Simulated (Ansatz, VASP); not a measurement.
SnO2: VASP beside Ansatz

File INCAR:

```
ALGO     = Normal         # electronic algorithm
EDIFF    = 1E-6           # SCF threshold, eV
ENCUT    = 520            # plane-wave cutoff, eV
GGA      = PE             # functional
ISIF     = 2              # what is computed and relaxed
ISMEAR   = 0              # smearing method
LASPH    = True           # aspherical terms in the spheres
LCHARG   = False          # write CHGCAR
LREAL    = False          # projectors in reciprocal space
LWAVE    = False          # write WAVECAR
NBANDS   = 20             # bands
NELM     = 100            # most SCF steps
PREC     = Accurate       # precision mode
SIGMA    = 0.05           # smearing width, eV
```

The input KPOINTS:

```
k-points
0
Gamma
  12 12 12
```

Contents of POSCAR:

```
SnO2
1.0
    1.6167660720      0.9334403269      4.9182553763
   -1.6167660720      0.9334403269      4.9182553763
    0.0000000000     -1.8668806537      4.9182553763
Sn O
1 2
Direct
    0.5000000000      0.5000000000      0.5000000000
    0.2406435246      0.2406435246      0.2406435246
    0.7593564754      0.7593564754      0.7593564754
```

Input for Ansatz:

```yaml
crystal:
  lattice:
    - [1.616766072, 0.9334403269, 4.9182553763]
    - [-1.616766072, 0.9334403269, 4.9182553763]
    - [0.0, -1.8668806537, 4.9182553763]
  atoms:
    - { symbol: Sn, position: [0.5, 0.5, 0.5] }
    - { symbol: O, position: [0.2406435246, 0.2406435246, 0.2406435246] }
    - { symbol: O, position: [0.7593564754, 0.7593564754, 0.7593564754] }
basis:
  ecutwfc: 520.0
kpoints:
  mp_grid: { grid: [12, 12, 12] }
hamiltonian:
  xc: pbe
  pseudopotentials: { kind: paw, azcp: { folder: soft_1 } }
scf:
  occupations: { method: gaussian, width: 0.05 }
output:
  forces: true
  stress: true
  eigenvalues: true
```

Alike in both runs: task single point; functional PBE; k mesh 12 × 12 × 12; occupations gaussian, width 0.05 eV; no spin polarisation.

```csv
,VASP,Ansatz
version,VASP 6.6.1,Ansatz 0.2.0
potentials or method,"VASP PAW PBE potentials, release 64 (Sn_d, O), cutoff 520 eV","scalar-relativistic, plane waves, PAW"
valence electrons in the cell,26,26
```

|  | VASP | Ansatz | Ansatz less VASP |
| --- | --- | --- | --- |
| gap on the k mesh at the Fermi level (eV) | 1.81 | 1.83 | +0.024 |
| least direct gap on the mesh (eV) | 1.84 | 1.87 | +0.021 |
| pressure (GPa) | -5.4 | -5.9 | -0.51 |
| traceless stress, the component that is largest in VASP (GPa) | -2.42 | -2.14 | +0.279 |
| rms of the force components (eV/Å) | 0.485 | 0.510 | +0.0257 |

Atom by atom the forces differ by 0.026 eV/Å (rms over components). With one functional, cell and mesh, what is left measures potentials, basis and numerics.
